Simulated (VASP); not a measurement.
# Si2Ge3 (I-4) in VASP: single point with PBE

Aim: the single point of Si2Ge3 with PBE.

All numbers are computed with VASP 6.6.1; they aren't measurements. Logs are shortened: lines on timing, memory, paths and dates and some standing lists are left out, and cuts for length are marked.

## 1. The cell of the first run

It takes space group I-4 (No. 82, tetragonal). Conventional cell: a = 8.883 Å, b = 8.883 Å, c = 5.616 Å, α = 90.00°, β = 90.00°, γ = 90.00°. Within 3.2 Å of Si (site symmetry 1) lie 4 Ge at 2.42 Å. Ge (site symmetry -4) has 4 Si at 2.42 Å within 3.2 Å. Ge (site symmetry 1) has 3 Si at 2.42 Å and 1 Ge at 2.47 Å within 3.2 Å. Within 3.3 Å of Ge (site symmetry -4) lie 4 Ge at 2.47 Å.

## 2. Single point, PBE

The input, INCAR:

```
PREC = Accurate
ENCUT = 520
EDIFF = 1E-7
ISMEAR = 0
SIGMA = 0.2
LREAL = False
LASPH = True
NELM = 80
ALGO = Normal
ISIF = 2
LWAVE = False
LCHARG = False
GGA = PE
NBANDS = 61
```

The input, KPOINTS:

```
regular mesh
0
Gamma
  4 4 4
```

The input, POSCAR:

```
Si2Ge3
1.0
   -4.4414504356      4.4414504356      2.8080020417
    4.4414504356     -4.4414504356      2.8080020417
    4.4414504356      4.4414504356     -2.8080020417
Si Ge
4 6
Direct
    0.5993294172      0.8008605939      0.4003557244
    0.4005048695      0.1989736928      0.5996442756
    0.1991394061      0.5994951305      0.7984688233
    0.8010263072      0.4006705828      0.2015311767
    0.7500000000      0.2500000000      0.5000000000
    0.3561224332      0.0513057640      0.8991401933
    0.0000000000      0.0000000000      0.0000000000
    0.9486942360      0.8478344294      0.3048166693
    0.1521655706      0.4569822399      0.1008598067
    0.5430177601      0.6438775668      0.6951833307
```

Potentials or basis: VASP PAW PBE potentials, release 64 (Si, Ge_d).

Command:

```bash
cat potpaw_PBE.64/Si/POTCAR potpaw_PBE.64/Ge_d/POTCAR > POTCAR
mpirun -np 1 vasp_std > vasp.out
```

OUTCAR:

```text
PREC = Accurate
   ENCUT = 520
   EDIFF = 1E-7
   ISMEAR = 0
   LREAL = False
   LASPH = True
   NELM = 80
   ISIF = 2
   GGA = PE

 ion  position               nearest neighbor table
   1  0.599  0.801  0.400-   9 2.42  10 2.42   8 2.42   5 2.42
   2  0.401  0.199  0.600-   6 2.42   8 2.42  10 2.42   5 2.42
   3  0.199  0.599  0.798-  10 2.42   6 2.42   9 2.42   5 2.42
   4  0.801  0.401  0.202-   8 2.42   9 2.42   6 2.42   5 2.42
   5  0.750  0.250  0.500-   4 2.42   3 2.42   1 2.42   2 2.42
   6  0.356  0.051  0.899-   2 2.42   3 2.42   4 2.42   7 2.47
   7  0.000  0.000  0.000-   6 2.47   9 2.47  10 2.47   8 2.47
   8  0.949  0.848  0.305-   4 2.42   2 2.42   1 2.42   7 2.47
   9  0.152  0.457  0.101-   1 2.42   4 2.42   3 2.42   7 2.47
  10  0.543  0.644  0.695-   3 2.42   1 2.42   2 2.42   7 2.47

  LATTYP: Found a body centered tetragonal cell.
 ALAT       =     8.8829008712
 C/A-ratio  =     0.6322263599

  Lattice vectors:

 A1 = (  -4.4414504356,   4.4414504356,   2.8080020417)
 A2 = (   4.4414504356,  -4.4414504356,   2.8080020417)
 A3 = (   4.4414504356,   4.4414504356,  -2.8080020417)

Analysis of symmetry for initial positions (statically):
=====================================================================
 Subroutine PRICEL returns:
 Original cell was already a primitive cell.

 Routine SETGRP: Setting up the symmetry group for a
 body centered tetragonal supercell.

 Subroutine GETGRP returns: Found  4 space group operations
 (whereof  4 operations were pure point group operations)
 out of a pool of 16 trial point group operations.

The static configuration has the point symmetry S_4 .

Analysis of symmetry for dynamics (positions and initial velocities):
=====================================================================
 Subroutine PRICEL returns:
 Original cell was already a primitive cell.

 Routine SETGRP: Setting up the symmetry group for a
 body centered tetragonal supercell.

 Subroutine GETGRP returns: Found  4 space group operations
 (whereof  4 operations were pure point group operations)
 out of a pool of 16 trial point group operations.

The dynamic configuration has the point symmetry S_4 .

[... 106 lines left out ...]
   NSW    =      0    number of steps for IOM
   IBRION =     -1    ionic relax: 0-MD 1-quasi-New 2-CG
   NFREE  =      0    steps in history (QN), initial steepest desc. (CG)
   ISIF   =      2    stress and relaxation
   ISYM   =      2    0-nonsym 1-usesym 2-fastsym
   POTIM  = 0.5000    time-step for ionic-motion
   TEBEG  =    0.0;   TEEND  =   0.0 temperature during run
   PSTRESS=    0.0 pullay stress
   NELECT =     100.0000    total number of electrons
   NUPDOWN=      -1.0000    fix difference up-down
   EMIN   =  10.00;   EMAX   =-10.00  energy-range for DOS
   EFERMI =   0.00;   METHOD = LEGACY
   ISMEAR =     0;   SIGMA  =   0.20  broadening in eV -4-tet -1-fermi 0-gaus
   EFERMI_NEDOS =   21; number of points for ismear=-14 and -15
   IALGO  =     38    algorithm
   IMIX   =      4    mixing-type and parameters
     AMIX     =   0.40;   BMIX     =  1.00
     AMIX_MAG =   1.60;   BMIX_MAG =  1.00
  volume/ion in A,a.u.               =      22.16       149.52
  Fermi-wavevector in a.u.,A,eV,Ry     =   1.255758  2.373038 21.455396  1.576927
  Thomas-Fermi vector in A             =   2.389499
   LORBIT       =      0    0 simple, 1 ext, 2 COOP (PROOUT), +10 PAW based schemes
   GGA     = PE    functional components
   LHFCALC =     F    Hartree Fock is set to
   AEXX    =    0.0000 exact exchange contribution
   IVDW    =     0    specifies the selected vdW correction
   LEPSILON=     F    determine dielectric tensor
   LRPA    =     F    only Hartree local field effects (RPA)
 non-spin polarized calculation
 Gauss-broadening in eV      SIGMA  =   0.20
  energy-cutoff  :      520.00
  volume of cell :      221.57
 maximum number of plane-waves:      6031
 NGX is ok and might be reduce to    54
   NGX = 25   NGY = 25   NGZ = 25

 number of electron     100.0000024 magnetization

 Free energy of the ion-electron system (eV)
  ---------------------------------------------------
  ext. energy  EPLUGINS =         0.00000000
  ---------------------------------------------------
  free energy    TOTEN  =       -48.58010954 eV

  energy without entropy =      -48.57900844  energy(sigma->0) =      -48.57955899

 E-fermi :   5.3452     XC(G=0):  -9.6240

 val. band max:        5.0421343168   @ k =   0.0000   0.0000   0.0000
 cond. band min:       5.6773980591   @ k =   0.5000  -0.0000   0.0000
 fundamental gap:      0.6352637423
 Fermi energy:         5.3452018890

 k-point     1 :       0.0000    0.0000    0.0000
  band No.  band energies     occupation
      1     -19.5362      2.00000
      2     -19.5362      2.00000
      3     -19.5352      2.00000
      4     -19.4625      2.00000
      5     -19.4623      2.00000
      6     -19.3644      2.00000
[... 885 lines left out ...]
     60       8.2065      0.00000
     61      10.0596      0.00000

------------------------ aborting loop because EDIFF is reached ----------------------------------------

  FORCE on cell =-STRESS in cart. coord.  units (eV):
  Direction    XX          YY          ZZ          XY          YZ          ZX
  --------------------------------------------------------------------------------------
  -------------------------------------------------------------------------------------
  Total        0.4789695      0.4789695      0.5089412     -0.0000001     -0.0000000      0.0000000
  in kB        3.4634699      3.4634699      3.6801980     -0.0000004     -0.0000000      0.0000000
  external PRESSURE =       3.5357126 kB  Pullay stress =       0.0000000 kB

 VOLUME and BASIS-vectors are now :
 -----------------------------------------------------------------------------
  energy-cutoff  :      520.00
  volume of cell :      221.57
      direct lattice vectors                 reciprocal lattice vectors
    -4.441450436  4.441450436  2.808002042     0.000000000  0.112575837  0.178062549
     4.441450436 -4.441450436  2.808002042     0.112575837  0.000000000  0.178062549
     4.441450436  4.441450436 -2.808002042     0.112575837  0.112575837  0.000000000

 POSITION                                       TOTAL-FORCE (eV/Angst)
 -----------------------------------------------------------------------------------
      2.67325      0.88307      2.80754        -0.011241      0.015018     -0.001113
      1.76820      3.55838     -0.00047         0.011241     -0.015018     -0.001113
      5.32452      1.76820      0.00047         0.015018      0.011241      0.001113
     -0.88307      2.67325      2.80847        -0.015018     -0.011241      0.001113
      0.00000      4.44145      1.40400        -0.000000      0.000000     -0.000000
      2.63966      5.34731     -1.38073        -0.044686      0.017982      0.060767
      0.00000      0.00000      0.00000        -0.000000      0.000000     -0.000000
      0.90586      1.80179      4.18873         0.017982      0.044686     -0.060767
      1.80179     -0.90586      1.42727         0.044686     -0.017982      0.060767
      3.53559      2.63966      1.38073        -0.017982     -0.044686     -0.060767
 -----------------------------------------------------------------------------------
    total drift:                                0.000010      0.000010      0.000013

  FREE ENERGIE OF THE ION-ELECTRON SYSTEM (eV)
  ---------------------------------------------------
  free  energy   TOTEN  =       -48.5801095432 eV

  energy  without entropy=      -48.5790084396  energy(sigma->0) =      -48.57955899
```

Wall time 10 min (1 thread of Intel Xeon 8259CL, shared host); peak memory 0.47 GiB.

What came out:

* Free energy: -48.5801 eV
* Pressure: 0.4 GPa
* Largest force: 0.078 eV/Å
* Band gap on the k mesh: 0.64 eV (least direct gap 1.06 eV)

Forces on the atoms (eV/Å):
```
Si  -0.011  0.015 -0.001
Si   0.011 -0.015 -0.001
Si   0.015  0.011  0.001
Si  -0.015 -0.011  0.001
Ge   0.000  0.000  0.000
Ge  -0.045  0.018  0.061
Ge   0.000  0.000  0.000
Ge   0.018  0.045 -0.061
Ge   0.045 -0.018  0.061
Ge  -0.018 -0.045 -0.061
```

A k mesh can miss the band edges.
